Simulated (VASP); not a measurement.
Set up this calculation in VASP 6.6.1, as the native input.

```
Task                   : single point
Functional             : PBE
Potentials or basis    : VASP PAW PBE potentials, release 64 (Al, N, Ga_d)
Cutoff                 : 520 eV
k mesh                 : 1 × 1 × 1, shifted
Occupations            : fermi-dirac, width 0.1379 eV
Spin                   : no spin polarisation
Dipole correction      : no
Further INCAR settings : ALGO = Normal; EDIFF = 1e-06; NBANDS = 61; ISYM = 0
```

The structure of Al3Ga4N7 lies in POSCAR:

```
Al3Ga4N7
1.0
    5.4234100000     -0.0218160000     -0.1020990000
   -0.0218160000      5.6737360000      0.1832450000
   -0.1020990000      0.1832450000      5.4998890000
Al N Ga
3 7 4
Direct
    0.5732099062      0.5070418136      0.2838099607
    0.2545983977      0.7339340824      0.6044426516
    0.0344275569      0.5169896006      0.1088464258
    0.4804191264     -0.0229554130      0.5972701953
    0.7602594768      0.2849174138      0.0283753074
    0.8332247040      0.4993803469      0.5305704274
    0.9945941268      0.9596937473      0.5675085415
    0.7746925850      0.7530280846      1.0856565845
    0.2576522462      0.5001629266      0.8639282868
    0.2538334484      0.5042016127      0.3765384568
    0.7281703132     -0.0653359646      0.3562868177
    0.7123199966      1.0037420003      0.8475475517
    0.1589972611      0.2292081055      0.5691527996
    0.6104096413      0.4798494680      0.7590902650
```

The input as run:

INCAR

```
PREC = Accurate
ENCUT = 520
EDIFF = 1E-6
ISMEAR = -1
SIGMA = 0.1379
LREAL = F
LASPH = T
NELM = 60
ALGO = Normal
ISIF = 2
LWAVE = F
LCHARG = F
GGA = PE
ISYM = 0
NBANDS = 61
```

KPOINTS

```
Automatic mesh
0
Gamma
  1 1 1
  0.25 0.25 0.25
```

Potentials or basis: VASP PAW PBE potentials, release 64 (Al, N, Ga_d).

Run with:

```bash
$ cat potpaw_PBE.64/Al/POTCAR potpaw_PBE.64/N/POTCAR potpaw_PBE.64/Ga_d/POTCAR > POTCAR
$ mpirun -np 1 vasp_std > vasp.out
```

Results of the run:

```
Pressure               : 8.6 GPa
Largest force          : 3.762 eV/Å
Band gap on the k mesh : 3.06 eV
```

Caveat: the k points lie up to 1.16 Å⁻¹ apart.

Run time: 20 s on 1 thread of Intel(R) Xeon(R) Platinum 8488C (Sapphire Rapids), with other jobs on the host, peak memory 0.24 GiB.
